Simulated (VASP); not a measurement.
Input of a VASP 6.6.1 run:

Contents of INCAR:

```
PREC = Accurate
ENCUT = 520
EDIFF = 1E-7
ISMEAR = 0
SIGMA = 0.1
LREAL = False
LASPH = True
NELM = 80
ALGO = Normal
ISIF = 2
LWAVE = False
LCHARG = True
GGA = PS
LELF = True
LVHAR = True
NBANDS = 18
```

The input KPOINTS:

```
regular mesh
0
Gamma
  18 18 18
```

The input POSCAR:

```
Si2Mo
1.0
   -1.5951226549      1.5951226549      3.9109090651
    1.5951226549     -1.5951226549      3.9109090651
    1.5951226549      1.5951226549     -3.9109090651
Si Mo
2 1
Direct
    0.3350567058      0.3350567058      0.0000000000
    0.6649432942      0.6649432942      0.0000000000
    0.0000000000      0.0000000000      0.0000000000
```

Potentials or basis: VASP PAW PBE potentials, release 64 (Si, Mo_sv).

The run is started by

```console
$ cat potpaw_PBE.64/Si/POTCAR potpaw_PBE.64/Mo_sv/POTCAR > POTCAR
$ mpirun -np 1 vasp_std > vasp.out
```

Q: Predict the largest force.

A: 0.003 eV/Å.

Q: Predict the band gap on the k mesh.

A: Zero (bands 11 and 12 overlap by 0.95 eV).

Q: What does it give for the pressure?

A: 0.3 GPa.

Forces in eV/Å, atoms in the order of the input:
```
Si   0.000  0.000 -0.003
Si   0.000  0.000  0.003
Mo   0.000  0.000  0.000
```

Caveat: the PAW data sets were made with another functional, which shifts forces and pressure a little.
